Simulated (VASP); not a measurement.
# P: single point with PBE+D3(BJ)

The system is P, a slab with vacuum.

```xyz
8
Lattice="3.2962 0.0000 0.0000 0.0000 4.4392 0.0000 0.0000 0.0000 21.7462" Properties=species:S:1:pos:R:3 pbc="T T T"
P     1.6481    4.0729    4.5000
P     0.0000    2.5858    4.5000
P     1.6481    0.3663    6.6231
P     0.0000    1.8533    6.6231
P     4.1202    3.6956   10.7831
P     2.4721    2.2085   10.7831
P     4.1202   -0.0110   12.9062
P     2.4721    1.4760   12.9062
```

This cell differs from its parent crystal: layers slid over each other.

| Item | Value |
| --- | --- |
| Program | VASP 6.6.1 |
| Task | single point |
| Functional | PBE |
| Dispersion | D3(BJ) |
| Potentials or basis | VASP PAW PBE potentials, release 64 (P) |
| Cutoff | 520 eV |
| k mesh | 8 × 6 × 1 |
| Occupations | gaussian, width 0.05 eV |
| Spin | no spin polarisation |

```
Largest force              : 0.065 eV/Å
Band gap on the k mesh     : 0.50 eV
Dispersion energy per atom : -0.275 eV
```

Forces in eV/Å, atoms in the order of the input:
```
P    0.001 -0.028  0.047
P    0.002  0.033  0.055
P    0.001  0.017  0.041
P    0.000 -0.023  0.042
P   -0.001 -0.017 -0.041
P    0.000  0.023 -0.042
P   -0.001  0.028 -0.047
P   -0.002 -0.033 -0.055
```

Levels at points of the mesh, in eV from the valence-band top:
```
           k point  band 16  band 17  band 18  band 19  band 20  band 21  band 22  band 23  band 24  band 25
(0.00, 0.00, 0.00)    -1.84    -1.84    -1.83    -0.18     0.00     0.50     0.93     1.49     1.50     2.66
(0.50, 0.00, 0.00)    -2.80    -2.22    -2.20    -2.03    -2.02     1.17     1.17     1.26     1.26     1.84
(0.00, 0.50, 0.00)    -2.64    -1.16    -1.13    -1.10    -1.07     1.98     2.00     2.05     2.06     3.25
(0.50, 0.50, 0.00)    -4.92    -1.51    -1.47    -1.33    -1.28     2.22     2.34     2.34     2.45     4.19
```

It took 5.8 min on 1 thread of Intel(R) Xeon(R) Platinum 8488C (Sapphire Rapids), with other jobs on the host, peak memory 0.44 GiB.

Caveat: the cell differs from its parent crystal (layers slid over each other); semilocal functionals underestimate gaps, and a narrow one can read as zero.
